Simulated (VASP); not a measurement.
**F: single point with PBE+D3(BJ)**

Crystal: F.

```
F
1.0
     3.00593   -1.83548    0.31722
     3.00593    1.83548    0.31722
    -0.86180    0.00000    6.91316
F
4
Direct
  0.91386 0.58555 0.09393
  0.41445 0.08614 0.40607
  0.08614 0.41445 0.90607
  0.58555 0.91386 0.59393
```

```yaml
Program: VASP 6.6.1
Task: single point
Functional: PBE
Dispersion: D3(BJ)
Potentials_or_basis: VASP PAW PBE potentials, release 64 (F)
Cutoff: 520 eV
k_mesh: 8 × 8 × 4
Occupations: gaussian, width 0.05 eV
Spin: no spin polarisation
Dipole_correction: no
Further_INCAR_settings: ALGO = Normal; EDIFF = 1e-07; NBANDS = 22
```

* Pressure: -2.3 GPa
* Largest force: 0.759 eV/Å
* Band gap on the k mesh: 2.63 eV
* Dispersion energy per atom: -0.023 eV

Forces on the atoms (eV/Å):
```
F    0.088 -0.335 -0.676
F   -0.088 -0.335  0.676
F   -0.088  0.335  0.676
F    0.088  0.335 -0.676
```

Stress tensor (GPa, compression positive):
```
-0.74  0.00  0.48
 0.00 -1.57  0.00
 0.48  0.00 -4.45
```

Levels at points of the mesh, in eV from the valence-band top:
```
           k point  band 12  band 13  band 14  band 15  band 16  band 17
(0.00, 0.00, 0.00)    -0.07    -0.06     0.00     2.63     3.28     8.82
(0.50, 0.00, 0.00)    -0.21    -0.09    -0.07     3.02     3.02    12.68
(0.50, 0.50, 0.00)    -0.34    -0.06    -0.04     2.78     3.24    12.47
(0.00, 0.00, 0.50)    -0.19    -0.04    -0.04     2.94     2.94     9.67
(0.50, 0.00, 0.50)    -0.18    -0.06    -0.05     3.00     3.00    13.22
(0.50, 0.50, 0.50)    -0.22    -0.21    -0.21     3.01     3.01    13.02
```

It took 3.2 min on 1 thread of Oxide Virtual Turin-like Processor, on a shared host, peak memory 0.21 GiB.

A k mesh can miss the band edges.
